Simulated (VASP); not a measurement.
# TaN in VASP: settings compared

TaN is run at these levels: PBE, LDA; tasks: single point.

Everything below comes from runs of VASP 6.6.1. Logs are shortened: lines on timing, memory, paths and dates and some standing lists are left out, and cuts for length are marked.

## Step 1: The cell of the first run

It takes space group P-6m2 (No. 187, hexagonal). The conventional cell has a = 2.938 Å, b = 2.938 Å, c = 2.883 Å, α = 90.00°, β = 90.00°, γ = 120.00°. Within 2.9 Å of Ta (site symmetry -6m2) lie 6 N at 2.23 Å and 2 Ta at 2.88 Å. Within 2.9 Å of N (site symmetry -6m2) lie 6 Ta at 2.23 Å and 2 N at 2.88 Å.

## Step 2: Single point, PBE

Input file INCAR:

```
PREC = Accurate
ENCUT = 520
EDIFF = 1E-7
ISMEAR = -1
SIGMA = 0.05
LREAL = F
LASPH = T
NELM = 100
ALGO = Normal
ISIF = 2
LWAVE = F
LCHARG = T
GGA = PE
LELF = T
LVHAR = T
NBANDS = 15
```

Input file KPOINTS:

```
Automatic mesh
0
Gamma
  10 10 9
```

Input file POSCAR:

```
TaN
1.0
    2.9380011100      0.0000000000      0.0000000000
   -1.4690005500      2.5443836000      0.0000000000
    0.0000000000      0.0000000000      2.8830022100
Ta N
1 1
Direct
    0.3333333333      0.6666666667      0.5000000000
    0.0000000000      0.0000000000      0.0000000000
```

Potentials or basis: VASP PAW PBE potentials, release 64 (Ta_pv, N).

Command:

```console
$ cat potpaw_PBE.64/Ta_pv/POTCAR potpaw_PBE.64/N/POTCAR > POTCAR
$ mpirun -np 1 vasp_std > vasp.out
```

OUTCAR:

```text
PREC = Accurate
   ENCUT = 520
   EDIFF = 1E-7
   ISMEAR = -1
   LREAL = F
   LASPH = T
   NELM = 100
   ISIF = 2
   GGA = PE

 ion  position               nearest neighbor table
   1  0.333  0.667  0.500-   2 2.23   2 2.23   2 2.23   2 2.23   2 2.23   2 2.23
   2  0.000  0.000  0.000-   1 2.23   1 2.23   1 2.23   1 2.23   1 2.23   1 2.23

  LATTYP: Found a hexagonal cell.
 ALAT       =     2.9380011100
 C/A-ratio  =     0.9812801636

  Lattice vectors:

 A1 = (   2.9380011100,   0.0000000000,   0.0000000000)
 A2 = (  -1.4690005500,   2.5443836000,   0.0000000000)
 A3 = (   0.0000000000,   0.0000000000,   2.8830022100)

Analysis of symmetry for initial positions (statically):
=====================================================================
 Subroutine PRICEL returns:
 Original cell was already a primitive cell.

 Routine SETGRP: Setting up the symmetry group for a
 hexagonal supercell.

 Subroutine GETGRP returns: Found 12 space group operations
 (whereof 12 operations were pure point group operations)
 out of a pool of 24 trial point group operations.

The static configuration has the point symmetry D_3h.

Analysis of symmetry for dynamics (positions and initial velocities):
=====================================================================
 Subroutine PRICEL returns:
 Original cell was already a primitive cell.

 Routine SETGRP: Setting up the symmetry group for a
 hexagonal supercell.

 Subroutine GETGRP returns: Found 12 space group operations
 (whereof 12 operations were pure point group operations)
 out of a pool of 24 trial point group operations.

The dynamic configuration has the point symmetry D_3h.

 Subroutine INISYM returns: Found 12 space group operations
 (whereof 12 operations are pure point group operations),
 and found     1 'primitive' translations

----------------------------------------------------------------------------------------

                                     Primitive cell

  volume of cell :      21.5516

  direct lattice vectors                    reciprocal lattice vectors
     2.938001110  0.000000000  0.000000000     0.340367468  0.196511249  0.000000000
    -1.469000550  2.544383600  0.000000000     0.000000000  0.393022499  0.000000000
     0.000000000  0.000000000  2.883002210     0.000000000  0.000000000  0.346860643

  length of vectors
     2.938001110  2.938001110  2.883002210     0.393022499  0.393022499  0.346860643

  position of ions in fractional coordinates (direct lattice)
     0.333333333  0.666666667  0.500000000
     0.000000000  0.000000000  0.000000000

[... 87 lines left out ...]
   NELECT =      16.0000    total number of electrons
   NUPDOWN=      -1.0000    fix difference up-down
   EMIN   =  10.00;   EMAX   =-10.00  energy-range for DOS
   EFERMI =   0.00;   METHOD = LEGACY
   ISMEAR =    -1;   SIGMA  =   0.05  broadening in eV -4-tet -1-fermi 0-gaus
   EFERMI_NEDOS =   21; number of points for ismear=-14 and -15
   IALGO  =     38    algorithm
   IMIX   =      4    mixing-type and parameters
     AMIX     =   0.40;   BMIX     =  1.00
     AMIX_MAG =   1.60;   BMIX_MAG =  1.00
  volume/ion in A,a.u.               =      10.78        72.72
  Fermi-wavevector in a.u.,A,eV,Ry     =   1.482364  2.801263 29.897501  2.197404
  Thomas-Fermi vector in A             =   2.596160
   LORBIT       =      0    0 simple, 1 ext, 2 COOP (PROOUT), +10 PAW based schemes
   GGA     = PE    functional components
   LHFCALC =     F    Hartree Fock is set to
   AEXX    =    0.0000 exact exchange contribution
   IVDW    =     0    specifies the selected vdW correction
   LEPSILON=     F    determine dielectric tensor
   LRPA    =     F    only Hartree local field effects (RPA)
 non-spin polarized calculation
  energy-cutoff  :      520.00
  volume of cell :       21.55
 maximum number of plane-waves:       599
 NGX is ok and might be reduce to    24
   NGX = 11   NGY = 11   NGZ = 11

 number of electron      16.0000001 magnetization

 Free energy of the ion-electron system (eV)
  ---------------------------------------------------
  ext. energy  EPLUGINS =         0.00000000
  ---------------------------------------------------
  free energy    TOTEN  =       -22.44099214 eV

  energy without entropy =      -22.44068010  energy(sigma->0) =      -22.44083612

 E-fermi :   8.3173     XC(G=0): -13.3458

 val. band max:        8.1920023836   @ k =   0.0000   0.0000   0.4444
 cond. band min:       8.4851807957   @ k =   0.0000   0.0000   0.3333
 fundamental gap:      0.2931784121
 Fermi energy:         8.3172749842

 k-point     1 :       0.0000    0.0000    0.0000
  band No.  band energies     occupation
      1     -26.5942      2.00000
      2     -26.3304      2.00000
      3     -26.3304      2.00000
      4      -9.5269      2.00000
      5       3.6901      2.00000
      6       3.6901      2.00000
      7       4.0461      2.00000
      8       5.3268      2.00000
      9      10.4654      0.00000
     10      11.8392      0.00000
     11      11.8392      0.00000
     12      12.2585      0.00000
     13      12.2585      0.00000
     14      21.3554      0.00000
[... 401 lines left out ...]
      2     -26.6096      2.00000
      3     -26.5502      2.00000
      4      -7.2388      2.00000
      5       0.2164      2.00000
      6       2.8678      2.00000
      7       4.0861      2.00000
      8       5.9865      2.00000
      9      10.8399      0.00000
     10      11.8595      0.00000
     11      12.7924      0.00000
     12      14.0589      0.00000
     13      17.2407      0.00000
     14      20.1082      0.00000
     15      21.6248      0.00000

 [... further k-points ...]

------------------------ aborting loop because EDIFF is reached ----------------------------------------

  FORCE on cell =-STRESS in cart. coord.  units (eV):
  Direction    XX          YY          ZZ          XY          YZ          ZX
  --------------------------------------------------------------------------------------
  -------------------------------------------------------------------------------------
  Total        0.6703551      0.6703551      0.8354807      0.0000000      0.0000000     -0.0000000
  in kB       49.8351754     49.8351755     62.1108529      0.0000001      0.0000000     -0.0000000
  external PRESSURE =      53.9270679 kB  Pullay stress =       0.0000000 kB

 VOLUME and BASIS-vectors are now :
 -----------------------------------------------------------------------------
  energy-cutoff  :      520.00
  volume of cell :       21.55
      direct lattice vectors                 reciprocal lattice vectors
     2.938001110  0.000000000  0.000000000     0.340367468  0.196511249  0.000000000
    -1.469000550  2.544383600  0.000000000     0.000000000  0.393022499  0.000000000
     0.000000000  0.000000000  2.883002210     0.000000000  0.000000000  0.346860643

 POSITION                                       TOTAL-FORCE (eV/Angst)
 -----------------------------------------------------------------------------------
      0.00000      1.69626      1.44150         0.000000     -0.000000      0.000000
      0.00000      0.00000      0.00000        -0.000000      0.000000      0.000000
 -----------------------------------------------------------------------------------
    total drift:                               -0.000000      0.000000     -0.000000

  FREE ENERGIE OF THE ION-ELECTRON SYSTEM (eV)
  ---------------------------------------------------
  free  energy   TOTEN  =       -22.4409921444 eV

  energy  without entropy=      -22.4406801014  energy(sigma->0) =      -22.44083612
```

OSZICAR:

```text
N       E                     dE             d eps       ncg     rms          rms(c)
DAV:   1     0.909757494166E+02    0.90976E+02   -0.87879E+03  2100   0.113E+03
DAV:   2    -0.220291126963E+02   -0.11300E+03   -0.10640E+03  2548   0.305E+02
DAV:   3    -0.249666464348E+02   -0.29375E+01   -0.29201E+01  2422   0.455E+01
DAV:   4    -0.249792802044E+02   -0.12634E-01   -0.12630E-01  2765   0.320E+00
DAV:   5    -0.249793532175E+02   -0.73013E-04   -0.73013E-04  2387   0.230E-01    0.235E+01
DAV:   6    -0.225228649110E+02    0.24565E+01   -0.40455E+00  2675   0.237E+01    0.989E+00
DAV:   7    -0.224690073957E+02    0.53858E-01   -0.60123E-01  2366   0.617E+00    0.697E+00
DAV:   8    -0.224499893093E+02    0.19018E-01   -0.16105E-01  2541   0.340E+00    0.170E+00
DAV:   9    -0.224409912566E+02    0.89981E-02   -0.17725E-02  2317   0.112E+00    0.178E-01
DAV:  10    -0.224410625506E+02   -0.71294E-04   -0.12546E-03  2534   0.393E-01    0.977E-02
DAV:  11    -0.224409925289E+02    0.70022E-04   -0.90984E-05  2429   0.991E-02    0.144E-02
DAV:  12    -0.224409921858E+02    0.34314E-06   -0.11971E-05  2387   0.311E-02    0.391E-03
DAV:  13    -0.224409921444E+02    0.41396E-07   -0.98701E-08  2004   0.311E-03
   1 F= -.22440992E+02 E0= -.22440836E+02  d E =-.312043E-03
```

Run time: 9.9 s. Hardware: 1 thread of Intel Xeon Platinum 8488C (Sapphire Rapids), shared host; peak memory 0.15 GiB.

What came out:

| Property | Result |
| --- | --- |
| Free energy | -22.4410 eV |
| Pressure | 5.4 GPa |
| Band gap on the k mesh | zero (band 8 reaches 8.49 eV, above the bottom of band 9 at 8.19 eV) |

Stress tensor (GPa, compression positive):
```
4.98 0.00 0.00
0.00 4.98 0.00
0.00 0.00 6.21
```

Caveat: spin-orbit coupling is left out, which moves the levels of the heavy elements.

## Step 3: Single point, PBE (atoms moved at random)

Input file INCAR:

```
ALGO = Normal
EDIFF = 1E-6
ENCUT = 520
GGA = PE
ISIF = 2
ISMEAR = -1
LASPH = T
LCHARG = F
LREAL = F
LWAVE = F
NBANDS = 15
NELM = 100
PREC = Accurate
SIGMA = 0.05
```

Input file KPOINTS:

```
k-points
0
Gamma
  10 10 9
```

Input file POSCAR:

```
TaN
1.0
    2.9380011100      0.0000000000      0.0000000000
   -1.4690005500      2.5443836000      0.0000000000
    0.0000000000      0.0000000000      2.8830022100
Ta N
1 1
Direct
    0.3447780000      0.6749950000      0.4832640000
   -0.0141120000      0.0054730000      0.0058730000
```

Potentials or basis: VASP PAW PBE potentials, release 64 (Ta_pv, N).

Command:

```console
$ cat potpaw_PBE.64/Ta_pv/POTCAR potpaw_PBE.64/N/POTCAR > POTCAR
$ mpirun -np 1 vasp_std > vasp.out
```

Wall time 43 s (1 thread of Intel Xeon 6975P-C (Granite Rapids), shared host); peak memory 0.26 GiB.

It converged, with:

| Item | Value |
| --- | --- |
| Free energy | -22.3759 eV |
| Pressure | 7.0 GPa |
| Largest force | 1.363 eV/Å |
| Band gap on the k mesh | zero (band 8 reaches 8.35 eV, above the bottom of band 9 at 8.22 eV) |

Forces in eV/Å, atoms in the order of the input:
```
Ta  -0.960 -0.136  0.958
N    0.960  0.136 -0.958
```

Stress tensor (GPa, compression positive):
```
 6.66  1.24 -1.72
 1.24  5.92 -0.31
-1.72 -0.31  8.46
```

Levels at points of the mesh, in eV from the Fermi level:
```tsv
k point	band 6	band 7	band 8	band 9	band 10	band 11
(0.00, 0.00, 0.00)	-4.63	-4.29	-2.78	2.03	3.24	3.77
(0.50, 0.00, 0.00)	-5.42	-3.63	-3.07	3.06	3.93	5.20
(0.00, 0.50, 0.00)	-5.23	-3.94	-2.77	2.97	3.97	5.07
(0.50, 0.50, 0.00)	-5.07	-3.73	-3.03	2.96	4.01	4.67
```

Caveat: the cell differs from its parent crystal (atoms moved at random); spin-orbit coupling is left out, which moves the levels of the heavy elements; forces of over 1 eV/Å act on the atoms, so gaps and moduli don't describe the material at rest.

## Step 4: Single point, LDA

Input file INCAR:

```
SYSTEM = TaN
ALGO     = Normal         ! electronic algorithm
EDIFF    = 1E-6           ! SCF threshold, eV
ENCUT    = 520            ! plane-wave cutoff, eV
ISIF     = 2              ! what is computed and relaxed
ISMEAR   = -1             ! smearing method
LASPH    = .TRUE.         ! aspherical terms in the spheres
LCHARG   = .FALSE.        ! write CHGCAR
LREAL    = .FALSE.        ! projectors in reciprocal space
LWAVE    = .FALSE.        ! write WAVECAR
NBANDS   = 15             ! bands
NELM     = 100            ! most SCF steps
PREC     = Accurate       ! precision mode
SIGMA    = 0.05           ! smearing width, eV
```

Input file KPOINTS:

```
k-points
0
G
  7 7 7
  0 0 0
```

Input file POSCAR:

```
TaN
1.0
    2.9380011100      0.0000000000      0.0000000000
   -1.4690005500      2.5443836000      0.0000000000
    0.0000000000      0.0000000000      2.8830022100
Ta N
1 1
Direct
    0.3333333333      0.6666666667      0.5000000000
    0.0000000000      0.0000000000      0.0000000000
```

Potentials or basis: VASP PAW LDA potentials, release 64 (Ta_pv, N).

Command:

```console
$ cat potpaw_LDA.64/Ta_pv/POTCAR potpaw_LDA.64/N/POTCAR > POTCAR
$ mpirun -np 1 vasp_std > vasp.out
```

Run time: 14 s. Hardware: 1 thread of Intel Xeon 8259CL, shared host; peak memory 0.13 GiB.

It converged, with:

| Quantity | Value |
| --- | --- |
| Free energy | -24.6971 eV |
| Pressure | -9.8 GPa |
| Band gap on the k mesh | zero (band 8 reaches 8.34 eV, above the bottom of band 9 at 8.03 eV) |

Stress tensor (GPa, compression positive):
```
 -9.10   0.00   0.00
  0.00  -9.10   0.00
  0.00   0.00 -11.11
```

Levels at points of the mesh, in eV from the Fermi level:
| k point | band 6 | band 7 | band 8 | band 9 | band 10 | band 11 |
| --- | --- | --- | --- | --- | --- | --- |
| (0.00, 0.00, 0.00) | -4.64 | -4.30 | -2.97 | 2.27 | 3.48 | 3.48 |

Caveat: spin-orbit coupling is left out, which moves the levels of the heavy elements.
